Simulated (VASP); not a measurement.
Crystal: C.

```
C
1.0
     0.00000    2.23228    2.23228
     2.23228    0.00000    2.23228
     2.23228    2.23228    0.00000
C
2
Direct
  0.00000 0.00000 0.00000
  0.25000 0.25000 0.25000
```

* Program: VASP 6.6.1
* Task: relaxation of cell and atoms
* Functional: PBE
* Potentials or basis: VASP PAW PBE potentials, release 64 (C)
* Cutoff: 600 eV
* k mesh: 13 × 13 × 13
* Occupations: fermi-dirac, width 0.05 eV
* Spin: no spin polarisation

At the start: pressure -73.2 GPa; volume 11.12 Å³/atom.

Task: Where does the relaxation end?

Result: Over 6 steps the energy falls by 2252.9 meV/atom and the volume is 5.70 Å³/atom (-48.8 %); space group Fd-3m (No. 227, to 0.05 Å).

Step by step:
| step | energy change (eV) | largest force (eV/Å) | pressure (GPa) | volume (Å³) |
| --- | --- | --- | --- | --- |
| 1 | 0.0000 | 0.0000 | -73.16 | 22.25 |
| 2 | -3.9886 | 0.0000 | 103.97 | 9.57 |
| 3 | -4.5057 | 0.0000 | -1.02 | 11.42 |
| 4 | -4.5034 | 0.0000 | 5.60 | 11.26 |
| 5 | -4.5024 | 0.0000 | -6.25 | 11.57 |
| 6 | -4.5058 | 0.0000 | 0.01 | 11.40 |

Final structure:
```cif
data_structure
_symmetry_space_group_name_H-M 'P 1'
_symmetry_Int_Tables_number 1
_cell_length_a 2.5261
_cell_length_b 2.5261
_cell_length_c 2.5261
_cell_angle_alpha 60.000
_cell_angle_beta 60.000
_cell_angle_gamma 60.000
_cell_volume 11.40
loop_
_atom_site_label
_atom_site_type_symbol
_atom_site_fract_x
_atom_site_fract_y
_atom_site_fract_z
_atom_site_occupancy
C1 C 0.00000 0.00000 0.00000 1
C2 C 0.25000 0.25000 0.25000 1
```

Caveat: the volume moved by over 15 % at a fixed basis, so the end points are rough.
